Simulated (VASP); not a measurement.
Wanted: the native input for a VASP 6.6.1 run.

- Task: single point
- Functional: PBE
- Potentials or basis: VASP PAW PBE potentials, release 64 (Si, B)
- Cutoff: 500 eV
- k mesh: 4 × 4 × 4
- Occupations: gaussian, width 0.2 eV
- Spin: no spin polarisation
- Dipole correction: no
- Further INCAR settings: ALGO = Normal; EDIFF = 1e-06; NBANDS = 18

The structure of SiB5 lies in POSCAR:

```
SiB5
1.0
    2.5697262917     -2.2521439113      0.0000000000
    2.5697262917      2.2521439113      0.0000000000
    0.0000000000      0.0000000000      4.6151088530
Si B
1 5
Direct
    0.0000000000      0.0000000000      0.0000000000
    0.6454858012      0.6454858012      0.0000000000
    0.3545141988      0.3545141988      0.0000000000
    0.8361899847      0.8361899847      0.5000000000
    0.1638100153      0.1638100153      0.5000000000
    0.5000000000      0.5000000000      0.5000000000
```

One way to write it, as run:

INCAR

```
  PREC = Accurate
  ENCUT = 500
  EDIFF = 1E-6
  ISMEAR = 0
  SIGMA = 0.2
  LREAL = False
  LASPH = True
  NELM = 120
  ALGO = Normal
  ISIF = 2
  LWAVE = False
  LCHARG = False
  GGA = PE
  NBANDS = 18
  GGA_COMPAT = False
```

KPOINTS

```
regular mesh
0
Gamma
  4 4 4
```

Potentials or basis: VASP PAW PBE potentials, release 64 (Si, B).

Command:

```sh
$ cat potpaw_PBE.64/Si/POTCAR potpaw_PBE.64/B/POTCAR > POTCAR
$ mpirun -np 1 vasp_std > vasp.out
```

It gave:

- Pressure: -0.2 GPa
- Largest force: 0.020 eV/Å

Caveat: the k points lie up to 0.46 Å⁻¹ apart.

Run time: 8.3 s on 1 thread of Intel(R) Xeon(R) 6975P-C (Granite Rapids), with other jobs on the host, peak memory 0.16 GiB.
